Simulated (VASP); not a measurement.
# HfMoC2 (P4/mmm) in VASP: a series of runs

Runs on HfMoC2. Level: LDA. Tasks: single point.

Program: VASP 6.6.1. These are calculated values, not measurements. Logs are shortened: lines on timing, memory, paths and dates and some standing lists are left out, and cuts for length are marked.

### Step 1. The cell of the first run

Symmetry: P4/mmm, No. 123, tetragonal system. The conventional cell has a = 3.148 Å, b = 3.148 Å, c = 4.425 Å, α = 90.00°, β = 90.00°, γ = 90.00°. Hf (site symmetry 4/mmm) has 6 C at 2.21 to 2.23 Å within 2.9 Å. Within 2.9 Å of Mo (site symmetry 4/mmm) lie 6 C at 2.21 to 2.23 Å. Within 2.9 Å of C (site symmetry 4/mmm) lie 2 Mo at 2.21 Å and 4 Hf at 2.23 Å. Within 2.9 Å of C (site symmetry 4/mmm) lie 2 Hf at 2.21 Å and 4 Mo at 2.23 Å.

### Step 2. Single point, LDA (10.96 Å³/atom)

Input file INCAR:

```
  PREC = Accurate
  ENCUT = 520
  EDIFF = 1E-7
  ISMEAR = -1
  SIGMA = 0.05
  LREAL = F
  LASPH = T
  NELM = 100
  ALGO = Normal
  ISIF = 2
  LWAVE = F
  LCHARG = F
  GGA = CA
  NBANDS = 24
```

Input file KPOINTS:

```
Automatic mesh
0
Gamma
  8 8 6
```

Input file POSCAR:

```
HfMoC2
1.0
    3.1482903748      0.0000000000      0.0000000000
    0.0000000000      3.1482903748      0.0000000000
    0.0000000000      0.0000000000      4.4245462449
Hf Mo C
1 1 2
Direct
    0.0000000000      0.0000000000      0.0000000000
    0.5000000000      0.5000000000      0.5000000000
    0.5000000000      0.5000000000      0.0000000000
    0.0000000000      0.0000000000      0.5000000000
```

Potentials or basis: VASP PAW LDA potentials, release 64 (Hf_pv, Mo_sv, C).

On the command line:

```sh
> cat potpaw_LDA.64/Hf_pv/POTCAR potpaw_LDA.64/Mo_sv/POTCAR potpaw_LDA.64/C/POTCAR > POTCAR
> mpirun -np 1 vasp_std > vasp.out
```

OUTCAR:

```text
PREC = Accurate
   ENCUT = 520
   EDIFF = 1E-7
   ISMEAR = -1
   LREAL = F
   LASPH = T
   NELM = 100
   ISIF = 2
   GGA = CA

 ion  position               nearest neighbor table
   1  0.000  0.000  0.000-   4 2.21   4 2.21   3 2.23   3 2.23   3 2.23   3 2.23   2 3.14   2 3.14
                             2 3.14   2 3.14   2 3.14   2 3.14   2 3.14   2 3.14
   2  0.500  0.500  0.500-   3 2.21   3 2.21   4 2.23   4 2.23   4 2.23   4 2.23   1 3.14   1 3.14
                             1 3.14   1 3.14   1 3.14   1 3.14   1 3.14   1 3.14
   3  0.500  0.500  0.000-   2 2.21   2 2.21   1 2.23   1 2.23   1 2.23   1 2.23
   4  0.000  0.000  0.500-   1 2.21   1 2.21   2 2.23   2 2.23   2 2.23   2 2.23

  LATTYP: Found a simple tetragonal cell.
 ALAT       =     3.1482903748
 C/A-ratio  =     1.4053806092

  Lattice vectors:

 A1 = (   3.1482903748,   0.0000000000,   0.0000000000)
 A2 = (   0.0000000000,   3.1482903748,   0.0000000000)
 A3 = (   0.0000000000,   0.0000000000,   4.4245462449)

Analysis of symmetry for initial positions (statically):
=====================================================================
 Subroutine PRICEL returns:
 Original cell was already a primitive cell.

 Routine SETGRP: Setting up the symmetry group for a
 simple tetragonal supercell.

 Subroutine GETGRP returns: Found 16 space group operations
 (whereof 16 operations were pure point group operations)
 out of a pool of 16 trial point group operations.

The static configuration has the point symmetry D_4h.

Analysis of symmetry for dynamics (positions and initial velocities):
=====================================================================
 Subroutine PRICEL returns:
 Original cell was already a primitive cell.

 Routine SETGRP: Setting up the symmetry group for a
 simple tetragonal supercell.

 Subroutine GETGRP returns: Found 16 space group operations
 (whereof 16 operations were pure point group operations)
 out of a pool of 16 trial point group operations.

The dynamic configuration has the point symmetry D_4h.

 Subroutine INISYM returns: Found 16 space group operations
 (whereof 16 operations are pure point group operations),
 and found     1 'primitive' translations

----------------------------------------------------------------------------------------

                                     Primitive cell

  volume of cell :      43.8549

  direct lattice vectors                    reciprocal lattice vectors
     3.148290375  0.000000000  0.000000000     0.317632709  0.000000000  0.000000000
     0.000000000  3.148290375  0.000000000     0.000000000  0.317632709  0.000000000
     0.000000000  0.000000000  4.424546245     0.000000000  0.000000000  0.226011877

  length of vectors
     3.148290375  3.148290375  4.424546245     0.317632709  0.317632709  0.226011877

  position of ions in fractional coordinates (direct lattice)
     0.000000000  0.000000000  0.000000000
     0.500000000  0.500000000  0.500000000
     0.500000000  0.500000000  0.000000000
     0.000000000  0.000000000  0.500000000

  ion indices of the primitive-cell ions
   primitive index   ion index
                 1           1
                 2           2
                 3           3
                 4           4

----------------------------------------------------------------------------------------

 KPOINTS: Automatic mesh

Automatic generation of k-mesh.
 Grid dimensions read from file:
 generate k-points for:    8    8    6

 Generating k-lattice:

  Cartesian coordinates                     Fractional coordinates (reciprocal lattice)
     0.039704089  0.000000000  0.000000000     0.125000000  0.000000000  0.000000000
     0.000000000  0.039704089  0.000000000     0.000000000  0.125000000  0.000000000
     0.000000000  0.000000000  0.037668646     0.000000000  0.000000000  0.166666667

  Length of vectors
     0.039704089  0.039704089  0.037668646

  Shift w.r.t. Gamma in fractional coordinates (k-lattice)
     0.000000000  0.000000000  0.000000000

 Subroutine IBZKPT returns following result:
 ===========================================

 Found     60 irreducible k-points:

 Following reciprocal coordinates:
            Coordinates               Weight
  0.000000  0.000000  0.000000      1.000000
  0.125000  0.000000  0.000000      4.000000
  0.250000  0.000000  0.000000      4.000000
  0.375000  0.000000  0.000000      4.000000
  0.500000  0.000000  0.000000      2.000000
  0.125000  0.125000  0.000000      4.000000
[... 16 lines left out ...]
  0.375000  0.125000  0.166667     16.000000
  0.500000  0.125000  0.166667      8.000000
 [... further k-points ...]
   k-points           NKPTS =     60   k-points in BZ     NKDIM =     60   number of bands    NBANDS=     24
   number of dos      NEDOS =    301   number of ions     NIONS =      4
   total plane-waves  NPLWV =  20736
   dimension x,y,z NGX =    24 NGY =   24 NGZ =   36
   dimension x,y,z NGXF=    48 NGYF=   48 NGZF=   72
   ions per type =               1   1   2
   NGX,Y,Z   is equivalent  to a cutoff of  12.67, 12.67, 13.53 a.u.
   NGXF,Y,Z  is equivalent  to a cutoff of  25.35, 25.35, 27.05 a.u.
 SYSTEM =  unknown system
   PREC   = accura    normal or accurate (medium, high low for compatibility)
   ISTART =      0    job   : 0-new  1-cont  2-samecut
   ICHARG =      2    charge: 1-file 2-atom 10-const
   ISPIN  =      1    spin polarized calculation?
   LNONCOLLINEAR =      F non collinear calculations
   LSORBIT =      F    spin-orbit coupling
   LASPH  =      T    aspherical Exc in radial PAW
   ENCUT  =  520.0 eV  38.22 Ry    6.18 a.u.   5.85  5.85  8.23*2*pi/ulx,y,z
   NELM   =    100;   NELMIN=  2; NELMDL= -5     # of ELM steps
   EDIFF  = 0.1E-06   stopping-criterion for ELM
   LREAL  =      F    real-space projection
   EDIFFG = 0.1E-05   stopping-criterion for IOM
   NSW    =      0    number of steps for IOM
   IBRION =     -1    ionic relax: 0-MD 1-quasi-New 2-CG
   NFREE  =      0    steps in history (QN), initial steepest desc. (CG)
   ISIF   =      2    stress and relaxation
   ISYM   =      2    0-nonsym 1-usesym 2-fastsym
   POTIM  = 0.5000    time-step for ionic-motion
   TEBEG  =    0.0;   TEEND  =   0.0 temperature during run
   PSTRESS=    0.0 pullay stress
   NELECT =      32.0000    total number of electrons
   NUPDOWN=      -1.0000    fix difference up-down
   EMIN   =  10.00;   EMAX   =-10.00  energy-range for DOS
   EFERMI =   0.00;   METHOD = LEGACY
   ISMEAR =    -1;   SIGMA  =   0.05  broadening in eV -4-tet -1-fermi 0-gaus
   EFERMI_NEDOS =   21; number of points for ismear=-14 and -15
   IALGO  =     38    algorithm
   IMIX   =      4    mixing-type and parameters
     AMIX     =   0.40;   BMIX     =  1.00
     AMIX_MAG =   1.60;   BMIX_MAG =  1.00
  volume/ion in A,a.u.               =      10.96        73.99
  Fermi-wavevector in a.u.,A,eV,Ry     =   1.473846  2.785165 29.554868  2.172222
  Thomas-Fermi vector in A             =   2.588689
   LORBIT       =      0    0 simple, 1 ext, 2 COOP (PROOUT), +10 PAW based schemes
   GGA     = CA    functional components
   LHFCALC =     F    Hartree Fock is set to
   AEXX    =    0.0000 exact exchange contribution
   IVDW    =     0    specifies the selected vdW correction
   LEPSILON=     F    determine dielectric tensor
   LRPA    =     F    only Hartree local field effects (RPA)
 non-spin polarized calculation
  energy-cutoff  :      520.00
  volume of cell :       43.85
 maximum number of plane-waves:      1208
 NGX is ok and might be reduce to    24
   NGX = 11   NGY = 11   NGZ = 17

 number of electron      31.9999999 magnetization

 Free energy of the ion-electron system (eV)
  ---------------------------------------------------
  ext. energy  EPLUGINS =         0.00000000
  ---------------------------------------------------
  free energy    TOTEN  =       -44.95139704 eV

  energy without entropy =      -44.93993289  energy(sigma->0) =      -44.94566497

 E-fermi :   9.7892     XC(G=0): -13.3218

 val. band max:        9.7780349802   @ k =   0.1250   0.1250   0.5000
 cond. band min:       9.7938645596   @ k =   0.5000   0.0000   0.1667
 fundamental gap:      0.0158295794
 Fermi energy:         9.7892413174

 k-point     1 :       0.0000    0.0000    0.0000
  band No.  band energies     occupation
      1     -51.8362      2.00000
      2     -26.1108      2.00000
      3     -26.0244      2.00000
      4     -26.0244      2.00000
      5     -20.3166      2.00000
      6     -19.9684      2.00000
[... 16 lines left out ...]
     23      14.5329      0.00000
     24      14.5329      0.00000

 k-point     2 :       0.1250    0.0000    0.0000
  band No.  band energies     occupation
      1     -51.8329      2.00000
      2     -26.1045      2.00000
      3     -26.0684      2.00000
      4     -26.0186      2.00000
      5     -20.3123      2.00000
      6     -20.0624      2.00000
[... 16 lines left out ...]
     23      14.4941      0.00000
     24      15.3696      0.00000

 k-point     3 :       0.2500    0.0000    0.0000
  band No.  band energies     occupation
      1     -51.8250      2.00000
      2     -26.1734      2.00000
      3     -26.0892      2.00000
      4     -26.0044      2.00000
      5     -20.3017      2.00000
      6     -20.2823      2.00000
[... 16 lines left out ...]
     23      14.3957      0.00000
     24      17.4055      0.00000

 k-point     4 :       0.3750    0.0000    0.0000
  band No.  band energies     occupation
      1     -51.8172      2.00000
      2     -26.2766      2.00000
      3     -26.0738      2.00000
      4     -25.9902      2.00000
      5     -20.4929      2.00000
      6     -20.2912      2.00000
[... 16 lines left out ...]
     23      16.2195      0.00000
     24      16.9227      0.00000

 k-point     5 :       0.5000    0.0000    0.0000
  band No.  band energies     occupation
      1     -51.8139      2.00000
      2     -26.3189      2.00000
      3     -26.0675      2.00000
      4     -25.9843      2.00000
      5     -20.5777      2.00000
      6     -20.2868      2.00000
[... 451 lines left out ...]
 k-point    22 :       0.2500    0.1250    0.1667
  band No.  band energies     occupation
      1     -51.8218      2.00000
      2     -26.1684      2.00000
      3     -26.0856      2.00000
      4     -26.0480      2.00000
      5     -20.3027      2.00000
      6     -20.2621      2.00000
[... 16 lines left out ...]
     23      14.8895      0.00000
     24      17.3249      0.00000

 k-point    23 :       0.3750    0.1250    0.1667
  band No.  band energies     occupation
      1     -51.8139      2.00000
      2     -26.2723      2.00000
      3     -26.0730      2.00000
      4     -26.0335      2.00000
      5     -20.4692      2.00000
      6     -20.2838      2.00000
[... 16 lines left out ...]
     23      15.8200      0.00000
     24      18.0914      0.00000

 k-point    24 :       0.5000    0.1250    0.1667
  band No.  band energies     occupation
      1     -51.8106      2.00000
      2     -26.3149      2.00000
      3     -26.0678      2.00000
      4     -26.0275      2.00000
      5     -20.5516      2.00000
      6     -20.2771      2.00000
[... 16 lines left out ...]
     23      16.3034      0.00000
     24      18.0182      0.00000

 [... further k-points ...]
[... 5 lines left out ...]
  --------------------------------------------------------------------------------------
  -------------------------------------------------------------------------------------
  Total       -0.1600175     -0.1600175     -1.4300704      0.0000000      0.0000000     -0.0000000
  in kB       -5.8460125     -5.8460125    -52.2455988      0.0000000      0.0000000     -0.0000000
  external PRESSURE =     -21.3125413 kB  Pullay stress =       0.0000000 kB

 VOLUME and BASIS-vectors are now :
 -----------------------------------------------------------------------------
  energy-cutoff  :      520.00
  volume of cell :       43.85
      direct lattice vectors                 reciprocal lattice vectors
     3.148290375  0.000000000  0.000000000     0.317632709  0.000000000  0.000000000
     0.000000000  3.148290375  0.000000000     0.000000000  0.317632709  0.000000000
     0.000000000  0.000000000  4.424546245     0.000000000  0.000000000  0.226011877

 POSITION                                       TOTAL-FORCE (eV/Angst)
 -----------------------------------------------------------------------------------
      0.00000      0.00000      0.00000         0.000000      0.000000      0.000000
      1.57415      1.57415      2.21227         0.000000      0.000000      0.000000
      1.57415      1.57415      0.00000         0.000000      0.000000      0.000000
      0.00000      0.00000      2.21227         0.000000      0.000000      0.000000
 -----------------------------------------------------------------------------------
    total drift:                                0.000000     -0.000000     -0.000000

  FREE ENERGIE OF THE ION-ELECTRON SYSTEM (eV)
  ---------------------------------------------------
  free  energy   TOTEN  =       -44.9513970443 eV

  energy  without entropy=      -44.9399328874  energy(sigma->0) =      -44.94566497
```

Wall time 70 s (1 thread of Intel Xeon 8259CL, shared host); peak memory 0.19 GiB.

What came out:

```
Free energy            : -44.9514 eV
Pressure               : -2.1 GPa
Band gap on the k mesh : zero (bands 16 and 17 overlap by 2.80 eV)
```

Stress tensor (GPa, compression positive):
```
-0.58  0.00  0.00
 0.00 -0.58  0.00
 0.00  0.00 -5.22
```

Caveat: spin-orbit coupling is left out, which moves the levels of the heavy elements.

[end of part 1 of 2]
